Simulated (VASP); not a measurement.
# Mg3Te2O (P-6m2) in VASP: notebook, part 2 of 2

VASP 6.6.1. Earlier steps stand in the parts before.

## (5) Single point, PBE

This run uses another cell than the first one, of 22.88 Å³/atom.

Contents of INCAR:

```
SYSTEM = Mg3Te2O
PREC     = Accurate       ! precision mode
ENCUT    = 520            ! plane-wave cutoff, eV
EDIFF    = 1E-6           ! SCF threshold, eV
ISMEAR   = 0              ! smearing method
SIGMA    = 0.01           ! smearing width, eV
LREAL    = .False.        ! projectors in reciprocal space
LASPH    = .True.         ! aspherical terms in the spheres
NELM     = 100            ! most SCF steps
ALGO     = Normal         ! electronic algorithm
ISIF     = 2              ! what is computed and relaxed
LWAVE    = .False.        ! write WAVECAR
LCHARG   = .False.        ! write CHGCAR
GGA      = PE             ! functional
NBANDS   = 21             ! bands
```

Contents of KPOINTS:

```
regular mesh
0
Gamma
  12 12 4
  0 0 0
```

Contents of POSCAR:

```
Mg3Te2O
1.0
    4.1750686965      0.0000000000      0.0000000000
   -2.0875343482      3.6157155537      0.0000000000
    0.0000000000      0.0000000000      9.0937736036
Mg Te O
3 2 1
Direct
    0.0000000000      0.0000000000      0.5000000000
    0.3333333333      0.6666666667      0.0000000000
    0.3333333333      0.6666666667      0.5000000000
    0.6666666667      0.3333333333      0.2931023913
    0.6666666667      0.3333333333      0.7068976087
    0.0000000000      0.0000000000      0.0000000000
```

Potentials or basis: VASP PAW PBE potentials, release 64 (Mg, Te, O).

Run with:

```
cat potpaw_PBE.64/Mg/POTCAR potpaw_PBE.64/Te/POTCAR potpaw_PBE.64/O/POTCAR > POTCAR
mpirun -np 1 vasp_std > vasp.out
```

OUTCAR:

```text
SYSTEM = Mg3Te2O
   PREC = Accurate
   ENCUT = 520
   EDIFF = 1E-6
   ISMEAR = 0
   LREAL = .False.
   LASPH = .True.
   NELM = 100
   ISIF = 2
   GGA = PE

 ion  position               nearest neighbor table
   1  0.000  0.000  0.500-   3 2.41   3 2.41   3 2.41   5 3.06   4 3.06   5 3.06   4 3.06   5 3.06
                             4 3.06
   2  0.333  0.667  0.000-   6 2.41   6 2.41   6 2.41   4 3.59   5 3.59   4 3.59   5 3.59   4 3.59
                             5 3.59
   3  0.333  0.667  0.500-   1 2.41   1 2.41   1 2.41   4 3.06   5 3.06   4 3.06   5 3.06   5 3.06
                             4 3.06
   4  0.667  0.333  0.293-   1 3.06   3 3.06   3 3.06   1 3.06   1 3.06   3 3.06   2 3.59   2 3.59
                             2 3.59
   5  0.667  0.333  0.707-   1 3.06   3 3.06   3 3.06   1 3.06   1 3.06   3 3.06   2 3.59   2 3.59
                             2 3.59
   6  0.000  0.000  0.000-   2 2.41   2 2.41   2 2.41

  LATTYP: Found a hexagonal cell.
 ALAT       =     4.1750686965
 C/A-ratio  =     2.1781135269

  Lattice vectors:

 A1 = (   4.1750686965,   0.0000000000,   0.0000000000)
 A2 = (  -2.0875343482,   3.6157155537,   0.0000000000)
 A3 = (   0.0000000000,   0.0000000000,   9.0937736036)

Analysis of symmetry for initial positions (statically):
=====================================================================
 Subroutine PRICEL returns:
 Original cell was already a primitive cell.

 Routine SETGRP: Setting up the symmetry group for a
 hexagonal supercell.

 Subroutine GETGRP returns: Found 12 space group operations
 (whereof 12 operations were pure point group operations)
 out of a pool of 24 trial point group operations.

The static configuration has the point symmetry D_3h.

Analysis of symmetry for dynamics (positions and initial velocities):
=====================================================================
 Subroutine PRICEL returns:
 Original cell was already a primitive cell.

 Routine SETGRP: Setting up the symmetry group for a
 hexagonal supercell.
[... 136 lines left out ...]
  Thomas-Fermi vector in A             =   2.040138
   LORBIT       =      0    0 simple, 1 ext, 2 COOP (PROOUT), +10 PAW based schemes
   GGA     = PE    functional components
   LHFCALC =     F    Hartree Fock is set to
   AEXX    =    0.0000 exact exchange contribution
   IVDW    =     0    specifies the selected vdW correction
   LEPSILON=     F    determine dielectric tensor
   LRPA    =     F    only Hartree local field effects (RPA)
 non-spin polarized calculation
 Gauss-broadening in eV      SIGMA  =   0.01
  energy-cutoff  :      520.00
  volume of cell :      137.28
 maximum number of plane-waves:      3725
 NGX is ok and might be reduce to    32
   NGX = 15   NGY = 15   NGZ = 33

 number of electron      23.9999996 magnetization

 Free energy of the ion-electron system (eV)
  ---------------------------------------------------
  ext. energy  EPLUGINS =         0.00000000
  ---------------------------------------------------
  free energy    TOTEN  =       -17.64114648 eV

  energy without entropy =      -17.64114648  energy(sigma->0) =      -17.64114648

 E-fermi :   4.3091     XC(G=0):  -8.9675

 val. band max:        4.2630017734   @ k =   0.0833   0.0833   0.0000
 cond. band min:       4.3534103933   @ k =   0.5000   0.0000   0.5000
 fundamental gap:      0.0904086199
 Fermi energy:         4.3090867340

 k-point     1 :       0.0000    0.0000    0.0000
  band No.  band energies     occupation
      1     -11.3311      2.00000
      2      -7.9308      2.00000
      3      -7.0673      2.00000
      4      -1.2934      2.00000
      5       1.6262      2.00000
      6       2.7188      2.00000
[... 565 lines left out ...]
     20      10.7289      0.00000
     21      10.7403      0.00000

 [... further k-points ...]

------------------------ aborting loop because EDIFF is reached ----------------------------------------

  FORCE on cell =-STRESS in cart. coord.  units (eV):
  Direction    XX          YY          ZZ          XY          YZ          ZX
  --------------------------------------------------------------------------------------
  -------------------------------------------------------------------------------------
  Total       -0.0159380     -0.0159380     -0.0206482     -0.0000000      0.0000000     -0.0000000
  in kB       -0.1860132     -0.1860132     -0.2409856     -0.0000000      0.0000000     -0.0000000
  external PRESSURE =      -0.2043373 kB  Pullay stress =       0.0000000 kB

 VOLUME and BASIS-vectors are now :
 -----------------------------------------------------------------------------
  energy-cutoff  :      520.00
  volume of cell :      137.28
      direct lattice vectors                 reciprocal lattice vectors
     4.175068697  0.000000000  0.000000000     0.239517017  0.138285214  0.000000000
    -2.087534348  3.615715554  0.000000000     0.000000000  0.276570428  0.000000000
     0.000000000  0.000000000  9.093773604     0.000000000  0.000000000  0.109965350

 POSITION                                       TOTAL-FORCE (eV/Angst)
 -----------------------------------------------------------------------------------
      0.00000      0.00000      4.54689        -0.000000     -0.000000      0.000000
     -0.00000      2.41048      0.00000        -0.000000     -0.000000      0.000000
     -0.00000      2.41048      4.54689         0.000000     -0.000000      0.000000
      2.08753      1.20524      2.66541        -0.000000      0.000000     -0.017217
      2.08753      1.20524      6.42837        -0.000000      0.000000      0.017217
      0.00000      0.00000      0.00000        -0.000000     -0.000000      0.000000
 -----------------------------------------------------------------------------------
    total drift:                               -0.000000      0.000000      0.000000

  FREE ENERGIE OF THE ION-ELECTRON SYSTEM (eV)
  ---------------------------------------------------
  free  energy   TOTEN  =       -17.6411464826 eV

  energy  without entropy=      -17.6411464826  energy(sigma->0) =      -17.64114648
```

It took 96 s on 1 thread of Intel Xeon 6975P-C (Granite Rapids), shared host; peak memory 0.35 GiB.

What came out:

- Free energy: -17.6411 eV
- Pressure: 0.0 GPa
- Largest force: 0.017 eV/Å
- Band gap on the k mesh: 0.09 eV (least direct gap 0.32 eV)

Forces in eV/Å, atoms in the order of the input:
```
Mg   0.000  0.000  0.000
Mg   0.000  0.000  0.000
Mg   0.000  0.000  0.000
Te   0.000  0.000 -0.017
Te   0.000  0.000  0.017
O    0.000  0.000  0.000
```

Caveat: spin-orbit coupling is left out, which moves the levels of the heavy elements. A k mesh can miss the band edges.

## (6) Relaxation of cell and atoms, PBE

This run uses another cell than the first one, of 23.07 Å³/atom.

Contents of INCAR:

```
SYSTEM = Mg3Te2O
ALGO = Normal
EDIFF = 1E-6
EDIFFG = -0.01
ENCUT = 600
GGA = PE
IBRION = 2
ISIF = 3
ISMEAR = 0
LASPH = .TRUE.
LCHARG = .FALSE.
LREAL = .FALSE.
LWAVE = .FALSE.
NELM = 60
NSW = 100
PREC = Accurate
SIGMA = 0.01
```

Contents of KPOINTS:

```
k-points
0
G
  12 12 4
  0 0 0
```

Contents of POSCAR:

```
Mg3Te2O
1.0
    4.1740946734      0.0000000000      0.0000000000
   -2.0870473367      3.6148720249      0.0000000000
    0.0000000000      0.0000000000      9.1717916713
Mg Te O
3 2 1
Direct
    0.0000000000      0.0000000000      0.5000000000
    0.3333333333      0.6666666667      0.0000000000
    0.3333333333      0.6666666667      0.5000000000
    0.6666666667      0.3333333333      0.2955313775
    0.6666666667      0.3333333333      0.7044686225
    0.0000000000      0.0000000000      0.0000000000
```

Potentials or basis: VASP PAW PBE potentials, release 64 (Mg, Te, O).

Run with:

```
cat potpaw_PBE.64/Mg/POTCAR potpaw_PBE.64/Te/POTCAR potpaw_PBE.64/O/POTCAR > POTCAR
mpirun -np 1 vasp_std > vasp.out
```

It took 7.3 min on 1 thread of Intel Xeon 6975P-C (Granite Rapids), shared host; peak memory 0.46 GiB.

The run converged. Its results:

* Free energy: -17.6432 eV
* Relaxed volume: 22.74 Å³/atom
* Relaxed cell: a = 4.176 Å, b = 4.176 Å, c = 9.035 Å, α = 90.00°, β = 90.00°, γ = 120.00°
* Space group after relaxing (to 0.1 Å): P-6m2 (No. 187)
* Energy gained by relaxing: 0.4 meV/atom
* Ionic steps: 10
* Pressure after relaxing: 0.0 GPa
* Band gap on the k mesh: 0.08 eV (least direct gap 0.31 eV)

Step by step:
```csv
step,energy change (eV),largest force (eV/Å),pressure (GPa),volume (Å³)
1,0.0000,0.0794,-0.04,138.39
2,-0.0005,0.0294,-0.08,138.29
3,-0.0006,0.0132,-0.08,138.26
4,-0.0008,0.0161,-0.03,137.99
5,-0.0010,0.0253,0.15,137.19
6,-0.0011,0.0250,0.15,137.14
7,-0.0014,0.0248,0.15,136.99
8,-0.0018,0.0237,0.15,136.68
9,-0.0021,0.0229,0.16,136.07
10,-0.0024,0.0011,0.03,136.43
```

Final structure:
```
CELL_PARAMETERS angstrom
4.17570 0.00000 0.00000
-2.08785 3.61626 0.00000
0.00000 0.00000 9.03464
ATOMIC_POSITIONS crystal
Mg 0.00000 0.00000 0.50000
Mg 0.33333 0.66667 0.00000
Mg 0.33333 0.66667 0.50000
Te 0.66667 0.33333 0.29160
Te 0.66667 0.33333 0.70840
O 0.00000 0.00000 0.00000
```

Levels at points of the mesh, in eV from the valence-band top:
| k point | band 10 | band 11 | band 12 | band 13 | band 14 | band 15 |
| --- | --- | --- | --- | --- | --- | --- |
| (0.00, 0.00, 0.00) | -0.53 | -0.53 | -0.19 | 0.13 | 2.09 | 2.09 |
| (0.50, 0.00, 0.00) | -1.48 | -1.36 | -0.61 | 0.17 | 0.27 | 2.67 |
| (0.00, 0.00, 0.50) | -1.03 | -0.50 | -0.50 | 1.34 | 2.08 | 2.08 |
| (0.50, 0.00, 0.50) | -1.26 | -1.06 | -0.70 | 0.08 | 0.88 | 2.46 |

Caveat: spin-orbit coupling is left out, which moves the levels of the heavy elements. A k mesh can miss the band edges.

## (7) Summary

| task | cell | k mesh | cutoff (eV) | smearing | gap on the mesh (eV) | pressure (GPa) | relaxed volume (Å³/atom) | largest force (eV/Å) |
| --- | --- | --- | --- | --- | --- | --- | --- | --- |
| single point | a = 4.243, b = 4.243, c = 7.929 Å, angles 90.0, 90.0, 120.0°, 6 atoms, atomic positions A | 6 × 6 × 2 | 520 | gaussian 0.1 eV | none | 1.5 | - | 1.35 |
| single point | a = 4.174, b = 4.174, c = 9.172 Å, angles 90.0, 90.0, 120.0°, 6 atoms, atomic positions B | 6 × 6 × 2 | 520 | gaussian 0.1 eV | 0.12 | 0.0 | - | 0.01 |
| relaxation of cell and atoms | relaxed from a = 4.243, b = 4.243, c = 7.929 Å, angles 90.0, 90.0, 120.0°, 6 atoms, atomic positions A | 6 × 6 × 2 | 600 | gaussian 0.1 eV | 0.09 | 0.1 | 22.82 | - |
| single point | a = 4.175, b = 4.175, c = 9.094 Å, angles 90.0, 90.0, 120.0°, 6 atoms, atomic positions C | 12 × 12 × 4 | 520 | gaussian 0.01 eV | 0.09 | 0.0 | - | 0.02 |
| relaxation of cell and atoms | relaxed from a = 4.174, b = 4.174, c = 9.172 Å, angles 90.0, 90.0, 120.0°, 6 atoms, atomic positions B | 12 × 12 × 4 | 600 | gaussian 0.01 eV | 0.08 | 0.0 | 22.74 | - |

Alike in all rows: level PBE; potentials or basis VASP PAW PBE potentials, release 64 (Mg, Te, O); no spin polarisation.

Caveats: some runs use coarse meshes; spin-orbit coupling is left out, which moves the levels of the heavy elements; semilocal functionals underestimate gaps, so a narrow gap can read as zero (at least some runs); forces of over 1 eV/Å act on the atoms, so gaps and moduli don't describe the material at rest (at least some runs).

Absolute energies hang on the potentials; compare differences alone.
